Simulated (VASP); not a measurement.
## Rb2Si2B: single point with PBE

The system is Rb2Si2B.

```
Rb Si B
1.0
    -1.76776    1.76776   10.79311
     1.76776   -1.76776   10.79311
     1.76776    1.76776  -10.79311
Rb Si B
2 2 1
Direct
  0.40351 0.40351 0.00000
  0.59649 0.59649 0.00000
  0.25000 0.75000 0.50000
  0.75000 0.25000 0.50000
  0.00000 0.00000 0.00000
```

| Quantity | Value |
| --- | --- |
| Program | VASP 6.6.1 |
| Task | single point |
| Functional | PBE |
| Potentials or basis | VASP PAW PBE potentials, release 64 (Rb_sv, Si, B) |
| Cutoff | 520 eV |
| k mesh | 6 × 6 × 6 |
| Occupations | gaussian, width 0.1 eV |
| Spin | no spin polarisation |
| Dipole correction | no |
| Further INCAR settings | ALGO = Normal; EDIFF = 1e-06; NBANDS = 22 |

```json
{
 "Pressure": "-0.1 GPa",
 "Largest force": "0.004 eV/Å",
 "Band gap on the k mesh": "zero (an odd number of electrons rules out a gap without spin polarisation)"
}
```

Forces in eV/Å, atoms in the order of the input:
```
Rb   0.000  0.000  0.004
Rb   0.000  0.000 -0.004
Si   0.000  0.000  0.000
Si   0.000  0.000  0.000
B    0.000  0.000  0.000
```

Stress tensor (GPa, compression positive):
```
-0.11  0.00  0.00
 0.00 -0.11  0.00
 0.00  0.00  0.04
```

Levels at points of the mesh, in eV from the Fermi level:
```tsv
k point	band 11	band 12	band 13	band 14	band 15	band 16	band 17	band 18
(0.00, 0.00, 0.00)	-3.51	-1.08	-1.08	-0.80	0.09	1.36	2.23	2.23
(0.50, 0.00, 0.00)	-4.92	-1.25	-0.91	-0.60	0.43	1.54	1.54	2.53
(0.50, 0.50, 0.00)	-4.82	-4.81	-4.33	-0.50	-0.41	-0.29	0.59	0.75
(0.50, 0.50, 0.50)	-3.34	-1.12	-1.08	-1.08	0.09	2.06	2.24	2.24
```

Wall time 29 min on 1 thread of Oxide Virtual Turin-like Processor, with other jobs on the host, peak memory 1.1 GiB.
